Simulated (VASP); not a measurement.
# Si2C (P6/mmm) in VASP: further runs, part 2 of 2

VASP 6.6.1. The steps go on from the part before.

**3. Relaxation of cell and atoms, PBE**

INCAR reads:

```
PREC = Accurate ; ENCUT = 600
EDIFF = 1E-6 ; ISMEAR = 0
SIGMA = 0.1 ; LREAL = False
LASPH = True ; NELM = 80
ALGO = Normal ; ISIF = 3
LWAVE = False ; LCHARG = False
GGA = PE ; IBRION = 2
NSW = 100 ; EDIFFG = -0.01
```

KPOINTS reads:

```
regular mesh
0
Gamma
  12 12 6
```

POSCAR reads:

```
Si2C
1.0
    4.0422075434      0.0000000000      0.0000000000
   -2.0211037717      3.5006544200      0.0000000000
    0.0000000000      0.0000000000      7.1708363119
Si C
4 2
Direct
    0.3333333333      0.6666666667      0.7350377192
    0.3333333333      0.6666666667      0.2649622808
    0.6666666667      0.3333333333      0.7350377192
    0.6666666667      0.3333333333      0.2649622808
    0.3333333333      0.6666666667      0.0000000000
    0.6666666667      0.3333333333      0.0000000000
```

Potentials or basis: VASP PAW PBE potentials, release 64 (Si, C).

Started as:

```bash
cat potpaw_PBE.64/Si/POTCAR potpaw_PBE.64/C/POTCAR > POTCAR
mpirun -np 1 vasp_std > vasp.out
```

OUTCAR:

```text
PREC = Accurate
   ENCUT = 600
   EDIFF = 1E-6
   ISMEAR = 0
   LREAL = False
   LASPH = True
   NELM = 80
   ISIF = 3
   GGA = PE
   IBRION = 2
   NSW = 100
   EDIFFG = -0.01

 ion  position               nearest neighbor table
   1  0.333  0.667  0.735-   5 1.90   3 2.33   3 2.33   3 2.33
   2  0.333  0.667  0.265-   5 1.90   4 2.33   4 2.33   4 2.33
   3  0.667  0.333  0.735-   6 1.90   1 2.33   1 2.33   1 2.33
   4  0.667  0.333  0.265-   6 1.90   2 2.33   2 2.33   2 2.33
   5  0.333  0.667  0.000-   1 1.90   2 1.90
   6  0.667  0.333  0.000-   3 1.90   4 1.90

  LATTYP: Found a hexagonal cell.
 ALAT       =     4.0422075434
 C/A-ratio  =     1.7739901366

  Lattice vectors:

 A1 = (   4.0422075434,   0.0000000000,   0.0000000000)
 A2 = (  -2.0211037717,   3.5006544200,   0.0000000000)
 A3 = (   0.0000000000,   0.0000000000,   7.1708363119)

Analysis of symmetry for initial positions (statically):
=====================================================================
 Subroutine PRICEL returns:
 Original cell was already a primitive cell.

 Routine SETGRP: Setting up the symmetry group for a
 hexagonal supercell.

 Subroutine GETGRP returns: Found 24 space group operations
 (whereof 24 operations were pure point group operations)
 out of a pool of 24 trial point group operations.

The static configuration has the point symmetry D_6h.

Analysis of symmetry for dynamics (positions and initial velocities):
=====================================================================
 Subroutine PRICEL returns:
 Original cell was already a primitive cell.

 Routine SETGRP: Setting up the symmetry group for a
 hexagonal supercell.

 Subroutine GETGRP returns: Found 24 space group operations
 (whereof 24 operations were pure point group operations)
 out of a pool of 24 trial point group operations.
[... 131 lines left out ...]
  Fermi-wavevector in a.u.,A,eV,Ry     =   1.012432  1.913220 13.946235  1.025019
  Thomas-Fermi vector in A             =   2.145541
   LORBIT       =      0    0 simple, 1 ext, 2 COOP (PROOUT), +10 PAW based schemes
   GGA     = PE    functional components
   LHFCALC =     F    Hartree Fock is set to
   AEXX    =    0.0000 exact exchange contribution
   IVDW    =     0    specifies the selected vdW correction
   LEPSILON=     F    determine dielectric tensor
   LRPA    =     F    only Hartree local field effects (RPA)
 conjugate gradient relaxation of ions
 non-spin polarized calculation
 Gauss-broadening in eV      SIGMA  =   0.10
  energy-cutoff  :      600.00
  volume of cell :      101.47
 maximum number of plane-waves:      3405
   NGX = 17   NGY = 17   NGZ = 29

--------------------------------------- Ionic step        1  -------------------------------------------

 number of electron      23.9999999 magnetization

 Free energy of the ion-electron system (eV)
  ---------------------------------------------------
  ext. energy  EPLUGINS =         0.00000000
  ---------------------------------------------------
  free energy    TOTEN  =       -33.08473135 eV

  energy without entropy =      -33.07620174  energy(sigma->0) =      -33.08046655

------------------------ aborting loop because EDIFF is reached ----------------------------------------

  FORCE on cell =-STRESS in cart. coord.  units (eV):
  Direction    XX          YY          ZZ          XY          YZ          ZX
  --------------------------------------------------------------------------------------
  -------------------------------------------------------------------------------------
  Total       -0.2372529     -0.2372529      0.2434515      0.0000000      0.0000000      0.0000000
  in kB       -3.7461433     -3.7461433      3.8440173      0.0000000      0.0000000      0.0000000
  external PRESSURE =      -1.2160898 kB  Pullay stress =       0.0000000 kB
[... 107 lines left out ...]
--------------------------------------- Ionic step        4  -------------------------------------------

 number of electron      23.9999999 magnetization

 Free energy of the ion-electron system (eV)
  ---------------------------------------------------
  ext. energy  EPLUGINS =         0.00000000
  ---------------------------------------------------
  free energy    TOTEN  =       -33.08533351 eV

  energy without entropy =      -33.07684240  energy(sigma->0) =      -33.08108796

 E-fermi :   5.5008     XC(G=0):  -9.4570

 val. band max:        5.4991418509   @ k =   0.1667  -0.0000   0.1667
 cond. band min:       5.5176012367   @ k =   0.0833  -0.0000   0.1667
 fundamental gap:      0.0184593857
 Fermi energy:         5.5007970892

 k-point     1 :       0.0000    0.0000    0.0000
  band No.  band energies     occupation
      1      -8.9552      2.00000
      2      -5.9784      2.00000
      3      -3.7264      2.00000
      4      -2.6983      2.00000
      5       1.2808      2.00000
      6       1.3128      2.00000
[... 433 lines left out ...]
      3      -4.9388      2.00000
      4      -2.4632      2.00000
      5      -1.4845      2.00000
      6       0.5138      2.00000
[... 8 lines left out ...]
     15       6.9080      0.00000
     16       7.7826      0.00000

 [... further k-points ...]
[... 5 lines left out ...]
  --------------------------------------------------------------------------------------
  -------------------------------------------------------------------------------------
  Total        0.0439934      0.0439934      0.0589708      0.0000000     -0.0000000      0.0000000
  in kB        0.6966374      0.6966374      0.9338046      0.0000000     -0.0000000      0.0000000
  external PRESSURE =       0.7756931 kB  Pullay stress =       0.0000000 kB
[... 21 lines left out ...]
  FREE ENERGIE OF THE ION-ELECTRON SYSTEM (eV)
  ---------------------------------------------------
  free  energy   TOTEN  =       -33.0853335108 eV

  energy  without entropy=      -33.0768424025  energy(sigma->0) =      -33.08108796

 reached required accuracy - stopping structural energy minimisation
```

OSZICAR:

```text
N       E                     dE             d eps       ncg     rms          rms(c)
DAV:   1     0.811900502269E+02    0.81190E+02   -0.11177E+04  2432   0.142E+03
DAV:   2    -0.275705613474E+02   -0.10876E+03   -0.10711E+03  3272   0.204E+02
[... 27 lines left out ...]
   3 F= -.33085321E+02 E0= -.33081087E+02  d E =-.589568E-03
       N       E                     dE             d eps       ncg     rms          rms(c)
DAV:   1    -0.330853757952E+02   -0.54338E-04   -0.18500E-03  2528   0.288E-01    0.444E-02
DAV:   2    -0.330853411181E+02    0.34677E-04   -0.12217E-04  3152   0.673E-02    0.223E-02
DAV:   3    -0.330853342566E+02    0.68615E-05   -0.24907E-05  2832   0.307E-02    0.876E-03
DAV:   4    -0.330853332414E+02    0.10152E-05   -0.40629E-06  2736   0.105E-02    0.204E-03
DAV:   5    -0.330853335108E+02   -0.26945E-06   -0.36054E-07  1480   0.403E-03
   4 F= -.33085334E+02 E0= -.33081088E+02  d E =-.125884E-04
```

CONTCAR:

```text
Si2C
   1.00000000000000
     4.0342626036199816    0.0000000000000000    0.0000000000000000
    -2.0171313018099908    3.4937739003186921    0.0000000000000000
     0.0000000000000000    0.0000000000000000    7.1784779583844820
  Si              C
     4     2
Direct
     0.3333333332999970    0.6666666667000030    0.7349522825661654
     0.3333333332999970    0.6666666667000030    0.2650477174338347
     0.6666666667000030    0.3333333332999970    0.7349522825661654
     0.6666666667000030    0.3333333332999970    0.2650477174338347
     0.3333333332999970    0.6666666667000030    1.0000000000000000
     0.6666666667000030    0.3333333332999970    1.0000000000000000

  0.00000000E+00  0.00000000E+00  0.00000000E+00
  0.00000000E+00  0.00000000E+00  0.00000000E+00
  0.00000000E+00  0.00000000E+00  0.00000000E+00
  0.00000000E+00  0.00000000E+00  0.00000000E+00
  0.00000000E+00  0.00000000E+00  0.00000000E+00
  0.00000000E+00  0.00000000E+00  0.00000000E+00
```

Wall time 4.9 min (1 thread of Intel Xeon 6975P-C, shared host); peak memory 0.32 GiB.

What came out:

| Item | Value |
| --- | --- |
| Free energy | -33.0853 eV |
| Relaxed volume | 16.86 Å³/atom |
| Relaxed cell | a = 4.034 Å, b = 4.034 Å, c = 7.178 Å, α = 90.00°, β = 90.00°, γ = 120.00° |
| Space group after relaxing (to 0.05 Å) | P6/mmm (No. 191) |
| Energy gained by relaxing | 0.1 meV/atom |
| Ionic steps | 4 |
| Pressure after relaxing | 0.1 GPa |
| Largest force after relaxing | 0.006 eV/Å |
| Band gap on the k mesh | zero (band 12 reaches 5.73 eV, above the bottom of band 13 at 5.19 eV) |

Forces on the atoms (eV/Å):
```
Si   0.000  0.000 -0.006
Si   0.000  0.000  0.006
Si   0.000  0.000 -0.006
Si   0.000  0.000  0.006
C    0.000  0.000  0.000
C    0.000  0.000  0.000
```

Step by step:
| step | energy change (eV) | largest force (eV/Å) | pressure (GPa) | volume (Å³) |
| --- | --- | --- | --- | --- |
| 1 | 0.0000 | 0.0276 | -0.12 | 101.47 |
| 2 | -0.0005 | 0.0230 | -0.07 | 101.28 |
| 3 | -0.0006 | 0.0108 | -0.09 | 101.33 |
| 4 | -0.0006 | 0.0060 | 0.08 | 101.18 |

Final structure:
```xyz
6
Lattice="4.0343 0.0000 0.0000 -2.0171 3.4938 0.0000 0.0000 0.0000 7.1785" Properties=species:S:1:pos:R:3 pbc="T T T"
Si    0.0000    2.3292    5.2758
Si    0.0000    2.3292    1.9026
Si    2.0171    1.1646    5.2758
Si    2.0171    1.1646    1.9026
C     0.0000    2.3292    7.1785
C     2.0171    1.1646    7.1785
```
